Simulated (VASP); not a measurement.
# ZnSe (sol) (F-43m) in VASP: notebook, part 2 of 2

VASP 6.6.1. Earlier steps stand in the parts before.

### 3 Single point, PBEsol

This run uses another cell than the first one, of 22.35 Å³/atom, 0.983 times its volume.

The input, INCAR:

```
PREC     = Accurate       # precision mode
ENCUT    = 520            # plane-wave cutoff, eV
EDIFF    = 1E-6           # SCF threshold, eV
ISMEAR   = 0              # smearing method
SIGMA    = 0.02           # smearing width, eV
LREAL    = False          # projectors in reciprocal space
LASPH    = True           # aspherical terms in the spheres
NELM     = 80             # most SCF steps
ALGO     = Normal         # electronic algorithm
ISIF     = 2              # what is computed and relaxed
LWAVE    = False          # write WAVECAR
LCHARG   = False          # write CHGCAR
GGA      = PS             # functional
NBANDS   = 16             # bands
```

The input, KPOINTS:

```
Automatic mesh
0
Gamma
  8 8 8
```

The input, POSCAR:

```
ZnSe
1.0
    0.0000000000      2.8167247235      2.8167247235
    2.8167247235      0.0000000000      2.8167247235
    2.8167247235      2.8167247235      0.0000000000
Zn Se
1 1
Direct
    0.0000000000      0.0000000000      0.0000000000
    0.2500000000      0.2500000000      0.2500000000
```

Potentials or basis: VASP PAW PBE potentials, release 64 (Zn, Se).

Launch:

```bash
$ cat potpaw_PBE.64/Zn/POTCAR potpaw_PBE.64/Se/POTCAR > POTCAR
$ mpirun -np 1 vasp_std > vasp.out
```

OUTCAR:

```text
PREC = Accurate
   ENCUT = 520
   EDIFF = 1E-6
   ISMEAR = 0
   LREAL = False
   LASPH = True
   NELM = 80
   ISIF = 2
   GGA = PS

 ion  position               nearest neighbor table
   1  0.000  0.000  0.000-   2 2.44   2 2.44   2 2.44   2 2.44
   2  0.250  0.250  0.250-   1 2.44   1 2.44   1 2.44   1 2.44

  LATTYP: Found a face centered cubic cell.
 ALAT       =     5.6334494470

  Lattice vectors:

 A1 = (   0.0000000000,   2.8167247235,   2.8167247235)
 A2 = (   2.8167247235,   0.0000000000,   2.8167247235)
 A3 = (   2.8167247235,   2.8167247235,   0.0000000000)

Analysis of symmetry for initial positions (statically):
=====================================================================
 Subroutine PRICEL returns:
 Original cell was already a primitive cell.

 Routine SETGRP: Setting up the symmetry group for a
 face centered cubic supercell.

 Subroutine GETGRP returns: Found 24 space group operations
 (whereof 24 operations were pure point group operations)
 out of a pool of 48 trial point group operations.

The static configuration has the point symmetry T_d .

Analysis of symmetry for dynamics (positions and initial velocities):
=====================================================================
 Subroutine PRICEL returns:
 Original cell was already a primitive cell.

 Routine SETGRP: Setting up the symmetry group for a
 face centered cubic supercell.

 Subroutine GETGRP returns: Found 24 space group operations
 (whereof 24 operations were pure point group operations)
 out of a pool of 48 trial point group operations.

The dynamic configuration has the point symmetry T_d .

 Subroutine INISYM returns: Found 24 space group operations
 (whereof 24 operations are pure point group operations),
 and found     1 'primitive' translations

----------------------------------------------------------------------------------------

                                     Primitive cell

  volume of cell :      44.6954

  direct lattice vectors                    reciprocal lattice vectors
     0.000000000  2.816724724  2.816724724    -0.177511134  0.177511134  0.177511134
     2.816724724  0.000000000  2.816724724     0.177511134 -0.177511134  0.177511134
     2.816724724  2.816724724  0.000000000     0.177511134  0.177511134 -0.177511134

  length of vectors
     3.983450305  3.983450305  3.983450305     0.307458303  0.307458303  0.307458303

  position of ions in fractional coordinates (direct lattice)
     0.000000000  0.000000000  0.000000000
     0.250000000  0.250000000  0.250000000

  ion indices of the primitive-cell ions
   primitive index   ion index
                 1           1
                 2           2

----------------------------------------------------------------------------------------

 KPOINTS: Automatic mesh

Automatic generation of k-mesh.
 Grid dimensions read from file:
 generate k-points for:    8    8    8

 Generating k-lattice:

  Cartesian coordinates                     Fractional coordinates (reciprocal lattice)
    -0.022188892  0.022188892  0.022188892     0.125000000  0.000000000  0.000000000
     0.022188892 -0.022188892  0.022188892     0.000000000  0.125000000  0.000000000
     0.022188892  0.022188892 -0.022188892     0.000000000  0.000000000  0.125000000

  Length of vectors
     0.038432288  0.038432288  0.038432288

  Shift w.r.t. Gamma in fractional coordinates (k-lattice)
     0.000000000  0.000000000  0.000000000

 Subroutine IBZKPT returns following result:
 ===========================================

 Found     29 irreducible k-points:

 Following reciprocal coordinates:
            Coordinates               Weight
  0.000000  0.000000  0.000000      1.000000
  0.125000  0.000000  0.000000      8.000000
  0.250000  0.000000  0.000000      8.000000
  0.375000  0.000000  0.000000      8.000000
  0.500000  0.000000  0.000000      4.000000
  0.125000  0.125000  0.000000      6.000000
[... 16 lines left out ...]
  0.500000  0.250000  0.125000     48.000000
 -0.375000  0.250000  0.125000     24.000000
 [... further k-points ...]
   k-points           NKPTS =     29   k-points in BZ     NKDIM =     29   number of bands    NBANDS=     16
   number of dos      NEDOS =    301   number of ions     NIONS =      2
   total plane-waves  NPLWV =  27000
   dimension x,y,z NGX =    30 NGY =   30 NGZ =   30
   dimension x,y,z NGXF=    60 NGYF=   60 NGZF=   60
   ions per type =               1   1
   NGX,Y,Z   is equivalent  to a cutoff of  12.52, 12.52, 12.52 a.u.
   NGXF,Y,Z  is equivalent  to a cutoff of  25.04, 25.04, 25.04 a.u.
 SYSTEM =  unknown system
   PREC   = accura    normal or accurate (medium, high low for compatibility)
   ISTART =      0    job   : 0-new  1-cont  2-samecut
   ICHARG =      2    charge: 1-file 2-atom 10-const
   ISPIN  =      1    spin polarized calculation?
   LNONCOLLINEAR =      F non collinear calculations
   LSORBIT =      F    spin-orbit coupling
   LASPH  =      T    aspherical Exc in radial PAW
   ENCUT  =  520.0 eV  38.22 Ry    6.18 a.u.   7.41  7.41  7.41*2*pi/ulx,y,z
   NELM   =     80;   NELMIN=  2; NELMDL= -5     # of ELM steps
   EDIFF  = 0.1E-05   stopping-criterion for ELM
   LREAL  =      F    real-space projection
   EDIFFG = 0.1E-04   stopping-criterion for IOM
   NSW    =      0    number of steps for IOM
   IBRION =     -1    ionic relax: 0-MD 1-quasi-New 2-CG
   NFREE  =      0    steps in history (QN), initial steepest desc. (CG)
   ISIF   =      2    stress and relaxation
   ISYM   =      2    0-nonsym 1-usesym 2-fastsym
   POTIM  = 0.5000    time-step for ionic-motion
   TEBEG  =    0.0;   TEEND  =   0.0 temperature during run
   PSTRESS=    0.0 pullay stress
   NELECT =      18.0000    total number of electrons
   NUPDOWN=      -1.0000    fix difference up-down
   EMIN   =  10.00;   EMAX   =-10.00  energy-range for DOS
   EFERMI =   0.00;   METHOD = LEGACY
   ISMEAR =     0;   SIGMA  =   0.02  broadening in eV -4-tet -1-fermi 0-gaus
   EFERMI_NEDOS =   21; number of points for ismear=-14 and -15
   IALGO  =     38    algorithm
   IMIX   =      4    mixing-type and parameters
     AMIX     =   0.40;   BMIX     =  1.00
     AMIX_MAG =   1.60;   BMIX_MAG =  1.00
  volume/ion in A,a.u.               =      22.35       150.81
  Fermi-wavevector in a.u.,A,eV,Ry     =   1.208958  2.284600 19.886000  1.461580
  Thomas-Fermi vector in A             =   2.344550
   LORBIT       =      0    0 simple, 1 ext, 2 COOP (PROOUT), +10 PAW based schemes
   GGA     = PS    functional components
   LHFCALC =     F    Hartree Fock is set to
   AEXX    =    0.0000 exact exchange contribution
   IVDW    =     0    specifies the selected vdW correction
   LEPSILON=     F    determine dielectric tensor
   LRPA    =     F    only Hartree local field effects (RPA)
 non-spin polarized calculation
 Gauss-broadening in eV      SIGMA  =   0.02
  energy-cutoff  :      520.00
  volume of cell :       44.70
 maximum number of plane-waves:      1243
 NGX is ok and might be reduce to    30
   NGX = 15   NGY = 15   NGZ = 15

 number of electron      17.9999998 magnetization

 Free energy of the ion-electron system (eV)
  ---------------------------------------------------
  ext. energy  EPLUGINS =         0.00000000
  ---------------------------------------------------
  free energy    TOTEN  =        -6.77314561 eV

  energy without entropy =       -6.77314561  energy(sigma->0) =       -6.77314561

 E-fermi :   1.7752     XC(G=0):  -9.6090

 val. band max:        1.6450789237   @ k =   0.0000   0.0000   0.0000
 cond. band min:       2.8879789678   @ k =   0.0000   0.0000   0.0000
 fundamental gap:      1.2429000441
 Fermi energy:         1.7751775454

 k-point     1 :       0.0000    0.0000    0.0000
  band No.  band energies     occupation
      1     -11.7596      2.00000
      2      -4.9796      2.00000
      3      -4.9796      2.00000
      4      -4.9796      2.00000
      5      -4.5913      2.00000
      6      -4.5913      2.00000
[... 8 lines left out ...]
     15      13.1111      0.00000
     16      13.1111      0.00000

 k-point     2 :       0.1250    0.0000    0.0000
  band No.  band energies     occupation
      1     -11.6545      2.00000
      2      -4.9751      2.00000
      3      -4.9630      2.00000
      4      -4.9630      2.00000
      5      -4.5928      2.00000
      6      -4.5928      2.00000
[... 8 lines left out ...]
     15      12.2742      0.00000
     16      12.3346      0.00000
[... 387 lines left out ...]
      5      -4.5791      2.00000
      6      -4.5277      2.00000
[... 8 lines left out ...]
     15      14.2166      0.00000
     16      15.2843      0.00000

 k-point    24 :      -0.3750    0.2500    0.1250
  band No.  band energies     occupation
      1     -10.7920      2.00000
      2      -4.8746      2.00000
      3      -4.8331      2.00000
      4      -4.6280      2.00000
      5      -4.5845      2.00000
      6      -4.3733      2.00000
[... 8 lines left out ...]
     15      14.3319      0.00000
     16      15.1843      0.00000

 [... further k-points ...]
[... 5 lines left out ...]
  --------------------------------------------------------------------------------------
  -------------------------------------------------------------------------------------
  Total        0.0756496      0.0756496      0.0756496      0.0000000     -0.0000000      0.0000000
  in kB        2.7117767      2.7117767      2.7117767      0.0000000     -0.0000000      0.0000000
  external PRESSURE =       2.7117767 kB  Pullay stress =       0.0000000 kB

 VOLUME and BASIS-vectors are now :
 -----------------------------------------------------------------------------
  energy-cutoff  :      520.00
  volume of cell :       44.70
      direct lattice vectors                 reciprocal lattice vectors
     0.000000000  2.816724724  2.816724724    -0.177511134  0.177511134  0.177511134
     2.816724724  0.000000000  2.816724724     0.177511134 -0.177511134  0.177511134
     2.816724724  2.816724724  0.000000000     0.177511134  0.177511134 -0.177511134

 POSITION                                       TOTAL-FORCE (eV/Angst)
 -----------------------------------------------------------------------------------
      0.00000      0.00000      0.00000        -0.000000     -0.000000     -0.000000
      1.40836      1.40836      1.40836         0.000000      0.000000      0.000000
 -----------------------------------------------------------------------------------
    total drift:                                0.000000      0.000000      0.000001

  FREE ENERGIE OF THE ION-ELECTRON SYSTEM (eV)
  ---------------------------------------------------
  free  energy   TOTEN  =        -6.7731456101 eV

  energy  without entropy=       -6.7731456101  energy(sigma->0) =       -6.77314561
```

It took 42 s on 1 thread of Intel Xeon Platinum 8488C (Sapphire Rapids), shared host; peak memory 0.17 GiB.

What came out:

| Item | Value |
| --- | --- |
| Free energy | -6.7731 eV |
| Pressure | 0.3 GPa |
| Band gap on the k mesh | 1.24 eV, direct |

Caveat: the PAW data sets were made with another functional, which shifts forces and pressure a little.

### 4 Relaxation of cell and atoms, PBEsol

The input, INCAR:

```
SYSTEM = ZnSe
PREC = Accurate
ENCUT = 600
EDIFF = 1E-7
ISMEAR = 0
SIGMA = 0.02
LREAL = .FALSE.
LASPH = .TRUE.
NELM = 80
ALGO = Normal
ISIF = 3
LWAVE = .FALSE.
LCHARG = .FALSE.
GGA = PS
IBRION = 2
NSW = 100
EDIFFG = -0.002
```

The input, KPOINTS:

```
regular mesh
0
G
  8 8 8
  0 0 0
```

The input, POSCAR:

```
ZnSe
1.0
    0.0000000000      2.8324425400      2.8324425400
    2.8324425400      0.0000000000      2.8324425400
    2.8324425400      2.8324425400      0.0000000000
Zn Se
1 1
Direct
    0.0000000000      0.0000000000      0.0000000000
    0.2500000000      0.2500000000      0.2500000000
```

Launch:

```bash
$ cat potpaw_PBE.64/Zn/POTCAR potpaw_PBE.64/Se/POTCAR > POTCAR
$ mpirun -np 1 vasp_std > vasp.out
```

Run time: 86 s. Hardware: 1 thread of Intel Xeon Platinum 8488C (Sapphire Rapids), shared host; peak memory 0.2 GiB.

Results (log left out):

```yaml
Free_energy: -6.7732 eV
Relaxed_volume: 22.43 Å³/atom
Relaxed_cell: a = 3.988 Å, b = 3.988 Å, c = 3.988 Å, α = 60.00°, β = 60.00°, γ = 60.00°
Space_group_after_relaxing_to_0.05_Å: F-43m (No. 216)
Energy_gained_by_relaxing: 0.8 meV/atom
Ionic_steps: 3
Pressure_after_relaxing: 0.0 GPa
Band_gap_on_the_k_mesh: 1.23 eV, direct
```

Step by step:
```
step  energy change (eV)  largest force (eV/Å)  pressure (GPa)  volume (Å³)
   1              0.0000                0.0000           -0.82        45.45
   2             -0.0014                0.0000            0.26        44.69
   3             -0.0015                0.0000            0.00        44.86
```

Final structure:
```yaml
crystal:
  lattice:
    - [0.00000, 2.82024, 2.82024]
    - [2.82024, 0.00000, 2.82024]
    - [2.82024, 2.82024, 0.00000]
  atoms:
    - { symbol: Zn, position: [0.00000, 0.00000, 0.00000] }
    - { symbol: Se, position: [0.25000, 0.25000, 0.25000] }
```

Levels at points of the mesh, in eV from the valence-band top:
```tsv
k point	band 6	band 7	band 8	band 9	band 10	band 11	band 12	band 13
(0.00, 0.00, 0.00)	-6.23	0.00	0.00	0.00	1.23	5.73	5.73	5.73
(0.50, 0.00, 0.00)	-6.06	-5.38	-0.90	-0.90	2.47	6.30	6.30	8.44
(0.50, 0.50, 0.00)	-6.04	-4.85	-2.26	-2.26	2.80	3.37	10.71	11.27
```

Caveat: the PAW data sets were made with another functional, which shifts forces and pressure a little.

### 5 Summary

```tsv
task	cell	k mesh	cutoff (eV)	smearing	gap on the mesh (eV)	pressure (GPa)
single point	a = 4.006 Å, angles 60.0°, 2 atoms	6 × 6 × 6	520	gaussian 0.1 eV	1.17	-0.8
single point	a = 3.983 Å, angles 60.0°, 2 atoms	8 × 8 × 8	520	gaussian 0.02 eV	1.24	0.3
relaxation of cell and atoms	relaxed from a = 4.006 Å, angles 60.0°, 2 atoms	8 × 8 × 8	600	gaussian 0.02 eV	1.23	0.0
```

Alike in all rows: level PBEsol; potentials or basis VASP PAW PBE potentials, release 64 (Zn, Se); no spin polarisation.

Caveats: the PAW data sets were made with another functional, which shifts forces and pressure a little.

Total energies depend on the potentials used, so only differences within one code and one set of settings carry meaning.
